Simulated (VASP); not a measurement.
A run of VASP 6.6.1 is set up as follows.

INCAR

```
ALGO = Normal ; EDIFF = 1E-6
ENCUT = 600 ; GGA_COMPAT = False
ISIF = 2 ; ISMEAR = 0
LASPH = True ; LCHARG = True
LELF = True ; LREAL = False
LVHAR = True ; LWAVE = False
NBANDS = 19 ; NELM = 120
PREC = Accurate ; SIGMA = 0.01
```

The input KPOINTS:

```
k-points
0
Gamma
  6 6 6
```

POSCAR

```
CaF2
1.0
    0.0000000000      2.6544420664      2.6544420664
    2.6544420664      0.0000000000      2.6544420664
    2.6544420664      2.6544420664      0.0000000000
Ca F
1 2
Direct
    0.0000000000      0.0000000000      0.0000000000
    0.2500000000      0.2500000000      0.2500000000
    0.7500000000      0.7500000000      0.7500000000
```

Potentials or basis: VASP PAW LDA potentials, release 64 (Ca_sv, F).

Run with:

```sh
$ cat potpaw_LDA.64/Ca_sv/POTCAR potpaw_LDA.64/F/POTCAR > POTCAR
$ mpirun -np 1 vasp_std > vasp.out
```

Task: What does it give for the band gap on the k mesh?

Result: 7.42 eV (least direct gap 7.69 eV).

Task: What does it give for the pressure?

Result: 1.5 GPa.

A k mesh can miss the band edges.
